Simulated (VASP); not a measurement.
# Co3SbN (Pm-3m) in VASP: single point with PBE

Aim: the single point of Co3SbN with PBE.

Program: VASP 6.6.1. These are calculated values, not measurements. Logs are shortened: lines on timing, memory, paths and dates and some standing lists are left out, and cuts for length are marked.

**1. The cell of the first run**

The structure is cubic, space group Pm-3m (No. 221). Conventional cell: a = 3.873 Å, b = 3.873 Å, c = 3.873 Å, α = 90.00°, β = 90.00°, γ = 90.00°. Co (site symmetry 4/mmm) has 2 Sb at 1.94 Å within 2.6 Å. Sb (site symmetry m-3m) has 6 Co at 1.94 Å within 2.6 Å. Within 3.6 Å of N (site symmetry m-3m) lie 12 Co at 2.74 Å and 8 Sb at 3.35 Å.

The cell was generated, and may not be a known phase.

**2. Single point, PBE, collinear spin, ferromagnetic start**

Contents of INCAR:

```
SYSTEM = Co3SbN
ALGO = Normal ; EDIFF = 1E-6
ENCUT = 700 ; GGA = PE
GGA_COMPAT = .FALSE. ; ISIF = 2
ISMEAR = 0 ; ISPIN = 2
LASPH = .TRUE. ; LCHARG = .FALSE.
LMAXMIX = 4 ; LORBIT = 11
LREAL = .FALSE. ; LWAVE = .FALSE.
MAGMOM = 3 3 3 0 0 ; NBANDS = 48
NELM = 200 ; PREC = Accurate
SIGMA = 0.1
```

Contents of KPOINTS:

```
k-points
0
G
  4 4 4
  0 0 0
```

Contents of POSCAR:

```
Co3SbN
1.0
    3.8730314500      0.0000000000      0.0000000000
    0.0000000000      3.8730314500      0.0000000000
    0.0000000000      0.0000000000      3.8730314500
Co Sb N
3 1 1
Direct
    0.0000000000      0.0000000000      0.5000000000
    0.0000000000      0.5000000000      0.0000000000
    0.5000000000      0.0000000000      0.0000000000
    0.0000000000      0.0000000000      0.0000000000
    0.5000000000      0.5000000000      0.5000000000
```

Potentials or basis: VASP PAW PBE potentials, release 64 (Co_sv, Sb_d_GW, N).

The run is started by

```bash
$ cat potpaw_PBE.64/Co_sv/POTCAR potpaw_PBE.64/Sb_d_GW/POTCAR potpaw_PBE.64/N/POTCAR > POTCAR
$ mpirun -np 1 vasp_std > vasp.out
```

OUTCAR:

```text
SYSTEM = Co3SbN
   EDIFF = 1E-6
   ENCUT = 700
   GGA = PE
   ISIF = 2
   ISMEAR = 0
   ISPIN = 2
   LASPH = .TRUE.
   LORBIT = 11
   LREAL = .FALSE.
   NELM = 200
   PREC = Accurate

 ion  position               nearest neighbor table
   1  0.000  0.000  0.500-   4 1.94   4 1.94
   2  0.000  0.500  0.000-   4 1.94   4 1.94
   3  0.500  0.000  0.000-   4 1.94   4 1.94
   4  0.000  0.000  0.000-   1 1.94   2 1.94   3 1.94   1 1.94   2 1.94   3 1.94
   5  0.500  0.500  0.500-

  LATTYP: Found a simple cubic cell.
 ALAT       =     3.8730314500

  Lattice vectors:

 A1 = (   3.8730314500,   0.0000000000,   0.0000000000)
 A2 = (   0.0000000000,   3.8730314500,   0.0000000000)
 A3 = (   0.0000000000,   0.0000000000,   3.8730314500)

Analysis of symmetry for initial positions (statically):
=====================================================================
 Subroutine PRICEL returns:
 Original cell was already a primitive cell.

 Routine SETGRP: Setting up the symmetry group for a
 simple cubic supercell.

 Subroutine GETGRP returns: Found 48 space group operations
 (whereof 48 operations were pure point group operations)
 out of a pool of 48 trial point group operations.

The static configuration has the point symmetry O_h .

Analysis of symmetry for dynamics (positions and initial velocities):
=====================================================================
 Subroutine PRICEL returns:
 Original cell was already a primitive cell.

 Routine SETGRP: Setting up the symmetry group for a
 simple cubic supercell.

 Subroutine GETGRP returns: Found 48 space group operations
 (whereof 48 operations were pure point group operations)
 out of a pool of 48 trial point group operations.

The dynamic configuration has the point symmetry O_h .

Analysis of structural, dynamic, and magnetic symmetry:
=====================================================================
 Subroutine PRICEL returns:
 Original cell was already a primitive cell.

 Routine SETGRP: Setting up the symmetry group for a
 simple cubic supercell.

 Subroutine GETGRP returns: Found 48 space group operations
 (whereof 48 operations were pure point group operations)
 out of a pool of 48 trial point group operations.

The overall configuration has the point symmetry O_h .

 Subroutine INISYM returns: Found 48 space group operations
 (whereof 48 operations are pure point group operations),
 and found     1 'primitive' translations

----------------------------------------------------------------------------------------

                                     Primitive cell

  volume of cell :      58.0969

  direct lattice vectors                    reciprocal lattice vectors
     3.873031450  0.000000000  0.000000000     0.258195683  0.000000000  0.000000000
     0.000000000  3.873031450  0.000000000     0.000000000  0.258195683  0.000000000
     0.000000000  0.000000000  3.873031450     0.000000000  0.000000000  0.258195683

  length of vectors
     3.873031450  3.873031450  3.873031450     0.258195683  0.258195683  0.258195683

  position of ions in fractional coordinates (direct lattice)
     0.000000000  0.000000000  0.500000000
     0.000000000  0.500000000  0.000000000
     0.500000000  0.000000000  0.000000000
     0.000000000  0.000000000  0.000000000
     0.500000000  0.500000000  0.500000000

  ion indices of the primitive-cell ions
   primitive index   ion index
                 1           1
                 2           2
                 3           3
                 4           4
                 5           5

----------------------------------------------------------------------------------------

 KPOINTS: k-points

Automatic generation of k-mesh.
 Grid dimensions read from file:
 generate k-points for:    4    4    4

 Generating k-lattice:

  Cartesian coordinates                     Fractional coordinates (reciprocal lattice)
     0.064548921  0.000000000  0.000000000     0.250000000  0.000000000  0.000000000
     0.000000000  0.064548921  0.000000000     0.000000000  0.250000000  0.000000000
     0.000000000  0.000000000  0.064548921     0.000000000  0.000000000  0.250000000

  Length of vectors
     0.064548921  0.064548921  0.064548921

  Shift w.r.t. Gamma in fractional coordinates (k-lattice)
     0.000000000  0.000000000  0.000000000

 Subroutine IBZKPT returns following result:
 ===========================================

 Found     10 irreducible k-points:

 Following reciprocal coordinates:
            Coordinates               Weight
  0.000000  0.000000  0.000000      1.000000
  0.250000  0.000000  0.000000      6.000000
  0.500000  0.000000  0.000000      3.000000
  0.250000  0.250000  0.000000     12.000000
  0.500000  0.250000  0.000000     12.000000
  0.500000  0.500000  0.000000      3.000000
  0.250000  0.250000  0.250000      8.000000
  0.500000  0.250000  0.250000     12.000000
  0.500000  0.500000  0.250000      6.000000
  0.500000  0.500000  0.500000      1.000000
   k-points           NKPTS =     10   k-points in BZ     NKDIM =     10   number of bands    NBANDS=     48
   number of dos      NEDOS =    301   number of ions     NIONS =      5
   total plane-waves  NPLWV =  46656
   dimension x,y,z NGX =    36 NGY =   36 NGZ =   36
   dimension x,y,z NGXF=    72 NGYF=   72 NGZF=   72
   ions per type =               3   1   1
   NGX,Y,Z   is equivalent  to a cutoff of  15.45, 15.45, 15.45 a.u.
   NGXF,Y,Z  is equivalent  to a cutoff of  30.91, 30.91, 30.91 a.u.
 SYSTEM =  Co3SbN
   PREC   = accura    normal or accurate (medium, high low for compatibility)
   ISTART =      0    job   : 0-new  1-cont  2-samecut
   ICHARG =      2    charge: 1-file 2-atom 10-const
   ISPIN  =      2    spin polarized calculation?
   LNONCOLLINEAR =      F non collinear calculations
   LSORBIT =      F    spin-orbit coupling
   LASPH  =      T    aspherical Exc in radial PAW
   ENCUT  =  700.0 eV  51.45 Ry    7.17 a.u.   8.36  8.36  8.36*2*pi/ulx,y,z
   NELM   =    200;   NELMIN=  2; NELMDL= -5     # of ELM steps
   EDIFF  = 0.1E-05   stopping-criterion for ELM
   LREAL  =      F    real-space projection
   EDIFFG = 0.1E-04   stopping-criterion for IOM
   NSW    =      0    number of steps for IOM
   IBRION =     -1    ionic relax: 0-MD 1-quasi-New 2-CG
   NFREE  =      0    steps in history (QN), initial steepest desc. (CG)
   ISIF   =      2    stress and relaxation
   ISYM   =      2    0-nonsym 1-usesym 2-fastsym
   POTIM  = 0.5000    time-step for ionic-motion
   TEBEG  =    0.0;   TEEND  =   0.0 temperature during run
   PSTRESS=    0.0 pullay stress
   NELECT =      71.0000    total number of electrons
   NUPDOWN=      -1.0000    fix difference up-down
   EMIN   =  10.00;   EMAX   =-10.00  energy-range for DOS
   EFERMI =   0.00;   METHOD = LEGACY
   ISMEAR =     0;   SIGMA  =   0.10  broadening in eV -4-tet -1-fermi 0-gaus
   EFERMI_NEDOS =   21; number of points for ismear=-14 and -15
   IALGO  =     38    algorithm
   IMIX   =      4    mixing-type and parameters
     AMIX     =   0.40;   BMIX     =  1.00
     AMIX_MAG =   1.60;   BMIX_MAG =  1.00
  volume/ion in A,a.u.               =      11.62        78.41
  Fermi-wavevector in a.u.,A,eV,Ry     =   1.750290  3.307568 41.681636  3.063514
  Thomas-Fermi vector in A             =   2.821037
   LORBIT       =     11    0 simple, 1 ext, 2 COOP (PROOUT), +10 PAW based schemes
   GGA     = PE    functional components
   LHFCALC =     F    Hartree Fock is set to
   AEXX    =    0.0000 exact exchange contribution
   IVDW    =     0    specifies the selected vdW correction
   LEPSILON=     F    determine dielectric tensor
   LRPA    =     F    only Hartree local field effects (RPA)
 spin polarized calculation
 Gauss-broadening in eV      SIGMA  =   0.10
  energy-cutoff  :      700.00
  volume of cell :       58.10
 maximum number of plane-waves:      2469
 NGX is ok and might be reduce to    36
   NGX = 17   NGY = 17   NGZ = 17

 number of electron      71.0000060 magnetization       2.8461280

 Free energy of the ion-electron system (eV)
  ---------------------------------------------------
  ext. energy  EPLUGINS =         0.00000000
  ---------------------------------------------------
  free energy    TOTEN  =       -11.55130992 eV

  energy without entropy =      -11.52735714  energy(sigma->0) =      -11.53933353

 E-fermi :  10.1679     XC(G=0): -12.9402

 val. band max:       10.0985242753   @ k =   0.5000   0.2500   0.0000
 cond. band min:      10.1857813566   @ k =   0.5000   0.2500   0.2500
 fundamental gap:      0.0872570813
 Fermi energy:        10.1679241179

 spin component 1

 k-point     1 :       0.0000    0.0000    0.0000
  band No.  band energies     occupation
      1     -85.1309      1.00000
      2     -85.1153      1.00000
      3     -85.1153      1.00000
      4     -48.7722      1.00000
      5     -48.7722      1.00000
      6     -48.7722      1.00000
[... 489 lines left out ...]
     46      26.6660      0.00000
     47      27.4647      0.00000
 Fermi energy:        10.1679241179

 spin component 2

 k-point     1 :       0.0000    0.0000    0.0000
  band No.  band energies     occupation
      1     -84.0896      1.00000
      2     -84.0733      1.00000
      3     -84.0733      1.00000
      4     -48.2650      1.00000
      5     -48.2650      1.00000
      6     -48.2650      1.00000
[... 489 lines left out ...]
     46      26.6693      0.00000
     47      27.6500      0.00000
 [bands above 47 left out]

------------------------ aborting loop because EDIFF is reached ----------------------------------------

  FORCE on cell =-STRESS in cart. coord.  units (eV):
  Direction    XX          YY          ZZ          XY          YZ          ZX
  --------------------------------------------------------------------------------------
  -------------------------------------------------------------------------------------
  Total       47.0693645     47.0693645     47.0693645     -0.0000000      0.0000000      0.0000000
  in kB     1298.0632249   1298.0632249   1298.0632249     -0.0000000      0.0000000      0.0000000
  external PRESSURE =    1298.0632249 kB  Pullay stress =       0.0000000 kB

 VOLUME and BASIS-vectors are now :
 -----------------------------------------------------------------------------
  energy-cutoff  :      700.00
  volume of cell :       58.10
      direct lattice vectors                 reciprocal lattice vectors
     3.873031450  0.000000000  0.000000000     0.258195683  0.000000000  0.000000000
     0.000000000  3.873031450  0.000000000     0.000000000  0.258195683  0.000000000
     0.000000000  0.000000000  3.873031450     0.000000000  0.000000000  0.258195683

 POSITION                                       TOTAL-FORCE (eV/Angst)
 -----------------------------------------------------------------------------------
      0.00000      0.00000      1.93652         0.000000      0.000000      0.000000
      0.00000      1.93652      0.00000         0.000000      0.000000      0.000000
      1.93652      0.00000      0.00000         0.000000      0.000000      0.000000
      0.00000      0.00000      0.00000         0.000000      0.000000      0.000000
      1.93652      1.93652      1.93652         0.000000      0.000000      0.000000
 -----------------------------------------------------------------------------------
    total drift:                                0.000000      0.000000     -0.000000

  FREE ENERGIE OF THE ION-ELECTRON SYSTEM (eV)
  ---------------------------------------------------
  free  energy   TOTEN  =       -11.5513099226 eV

  energy  without entropy=      -11.5273571447  energy(sigma->0) =      -11.53933353

 total charge

# of ion       s       p       d       f       tot
--------------------------------------------------
    1        2.244   6.138   7.161   0.000  15.544
    2        2.244   6.138   7.161   0.000  15.544
    3        2.244   6.138   7.161   0.000  15.544
    4        1.439   2.364  10.768   0.489  15.059
    5        1.385   1.909   0.000   0.000   3.293
--------------------------------------------------
tot          9.556  22.688  32.251   0.489  64.983

 magnetization (x)

# of ion       s       p       d       f       tot
--------------------------------------------------
    1       -0.000  -0.002   0.888   0.000   0.885
    2       -0.000  -0.002   0.888   0.000   0.885
    3       -0.000  -0.002   0.888   0.000   0.885
    4       -0.005  -0.065  -0.027  -0.006  -0.103
    5       -0.003   0.208   0.000   0.000   0.206
--------------------------------------------------
tot         -0.010   0.136   2.638  -0.006   2.759
```

Run time: 2.1 min. Hardware: 1 thread of Intel Xeon Platinum 8375C at 2.90GHz (Ice Lake), shared host; peak memory 0.29 GiB.

Results:

| Item | Value |
| --- | --- |
| Free energy | -11.5513 eV |
| Pressure | 129.8 GPa |
| Net moment | 2.85 μB per cell |
| Site moments | Co +0.89; Sb -0.10; N +0.21 μB |
| Valence electrons inside the program's atomic spheres | Co 15.54; Sb 15.06; N 3.29 |

Levels at points of the mesh, in eV from the Fermi level:
Spin up:
| k point | band 33 | band 34 | band 35 | band 36 | band 37 | band 38 | band 39 | band 40 | band 41 | band 42 |
| --- | --- | --- | --- | --- | --- | --- | --- | --- | --- | --- |
| (0.00, 0.00, 0.00) | -1.40 | -1.00 | -1.00 | -1.00 | -0.49 | 0.21 | 0.21 | 0.21 | 5.76 | 5.76 |
| (0.50, 0.00, 0.00) | -1.44 | -1.05 | -1.00 | -0.27 | -0.27 | 0.95 | 1.29 | 1.29 | 6.91 | 7.17 |
| (0.50, 0.50, 0.00) | -1.44 | -1.28 | -0.74 | -0.74 | 0.17 | 2.12 | 2.12 | 2.12 | 3.78 | 7.37 |
| (0.50, 0.50, 0.50) | -1.32 | -1.32 | -0.80 | -0.80 | -0.80 | 1.84 | 1.84 | 1.84 | 4.99 | 4.99 |
Spin down:
```tsv
k point	band 31	band 32	band 33	band 34	band 35	band 36	band 37	band 38
(0.00, 0.00, 0.00)	-0.28	-0.28	-0.28	-0.18	-0.18	-0.18	0.43	0.43
(0.50, 0.00, 0.00)	-1.02	-0.78	-0.41	-0.28	-0.11	0.85	0.85	1.48
(0.50, 0.50, 0.00)	-0.90	-0.52	-0.36	0.09	0.09	0.28	1.19	2.29
(0.50, 0.50, 0.50)	-2.08	-1.11	0.11	0.11	0.11	0.23	0.23	2.36
```

Caveat: the k points lie up to 0.41 Å⁻¹ apart; atoms lie so close that the PAW spheres overlap strongly, which falsifies energies and pressures; spin-orbit coupling is left out, which moves the levels of the heavy elements.
